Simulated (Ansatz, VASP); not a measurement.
ZnS in VASP and in Ansatz

```
Zn S
1.0
     3.55333    0.00000    0.00000
    -1.77666    3.07727    0.00000
     0.00000    0.00000    5.82060
Zn S
2 2
Direct
  0.00000 0.00000 0.00000
  0.00000 0.00000 0.50000
  0.33333 0.66667 0.25000
  0.66667 0.33333 0.75000
```

Alike in both runs: task single point; functional r2SCAN; k mesh 6 × 6 × 4; no spin polarisation.

|  | VASP | Ansatz |
| --- | --- | --- |
| version | VASP 6.6.1 | Ansatz 0.2.0 |
| potentials or method | VASP PAW PBE potentials, release 64 (Zn, S) | plane waves, PAW |
| plane-wave cutoff (eV) | 520 | 500 |
| occupations | gaussian, width 0.01 eV | fixed |
| valence electrons in the cell | 36 | 36 |

VASP gave:

| Property | Result |
| --- | --- |
| gap on the k mesh at the Fermi level (eV) | 0.79 |
| pressure (GPa) | 3.4 |
| traceless stress, the component that is largest in VASP (GPa) | -0.10 |

Q: Which values does Ansatz return?

A: gap on the k mesh at the Fermi level (eV): 0.80; pressure (GPa): 3.2; traceless stress, the component that is largest in VASP (GPa): 0.05.

VASP's potentials were made for PBE, not for r2SCAN.
